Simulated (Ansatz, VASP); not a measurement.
## AlGa3N4: VASP beside Ansatz

```
CELL_PARAMETERS angstrom
5.13892 0.00000 0.00002
0.00000 3.16341 0.00000
-0.00369 0.00000 5.47699
ATOMIC_POSITIONS crystal
Al 0.00058 0.50000 0.66730
Ga 0.49917 0.50000 0.33506
Ga 0.49925 0.00000 0.83146
Ga 0.99986 0.00000 0.16619
N 0.11941 0.50000 0.34060
N 0.11733 0.00000 0.82593
N 0.62024 0.00000 0.16619
N 0.63175 0.50000 0.66727
```

Alike in both runs: functional r2SCAN; k mesh 6 × 8 × 4; occupations gaussian, width 0.02 eV; no spin polarisation.

Ansatz relaxed the structure, and its values are those at the end. VASP's run is a single point on that final structure, the one shown.

```csv
,VASP,Ansatz
version,VASP 6.6.1,Ansatz 0.2.0
potentials or method,"VASP PAW PBE potentials, release 64 (Al, Ga_d, N), cutoff 520 eV","scalar-relativistic, plane waves, PAW"
valence electrons in the cell,62,62
```

Ansatz gave:

```
gap on the k mesh at the Fermi level (eV) : 2.89
least direct gap on the mesh (eV)         : 2.89
pressure (GPa)                            : 0.0
rms of the force components (eV/Å)        : 0.001
```

Estimate VASP's values.

gap on the k mesh at the Fermi level (eV): 2.88; least direct gap on the mesh (eV): 2.88; pressure (GPa): 0.7; rms of the force components (eV/Å): 0.030.

VASP's potentials were made for PBE, not for r2SCAN.
